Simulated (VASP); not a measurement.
Wanted: the native input for a VASP 6.6.1 run.

```yaml
Task: single point
Functional: PBE
Potentials_or_basis: VASP PAW PBE potentials, release 64 (B, N)
Cutoff: 600 eV
k_mesh: 12 × 12 × 12
Occupations: gaussian, width 0.05 eV
Spin: no spin polarisation
Dipole_correction: no
Further_INCAR_settings: ALGO = Normal; EDIFF = 1e-06; NBANDS = 11
```

The structure of BN lies in POSCAR:

```
BN
1.0
    0.0000000000      1.7133639943      1.7133639943
    1.7133639943      0.0000000000      1.7133639943
    1.7601959435      1.7601959435     -0.0468319492
B N
1 1
Direct
    0.0000000000      0.0000000000      0.0000000000
    0.7500000000      0.7500000000      0.7500000000
```

These files were run (other wordings do the same):

INCAR

```
SYSTEM = BN
PREC = Accurate
ENCUT = 600
EDIFF = 1E-6
ISMEAR = 0
SIGMA = 0.05
LREAL = .FALSE.
LASPH = .TRUE.
NELM = 120
ALGO = Normal
ISIF = 2
LWAVE = .FALSE.
LCHARG = .FALSE.
GGA = PE
NBANDS = 11
GGA_COMPAT = .FALSE.
```

KPOINTS

```
regular mesh
0
G
  12 12 12
  0 0 0
```

Potentials or basis: VASP PAW PBE potentials, release 64 (B, N).

Launch:

```console
$ cat potpaw_PBE.64/B/POTCAR potpaw_PBE.64/N/POTCAR > POTCAR
$ mpirun -np 1 vasp_std > vasp.out
```

Results of the run:

```yaml
Pressure: 61.6 GPa
Largest_force: 0.302 eV/Å
Band_gap_on_the_k_mesh: 4.45 eV (least direct gap 8.27 eV)
```

Caveat: the cell stands under pressure.

It took 11 s on 1 thread of Intel(R) Xeon(R) 6975P-C (Granite Rapids), on a shared host, peak memory 0.14 GiB.
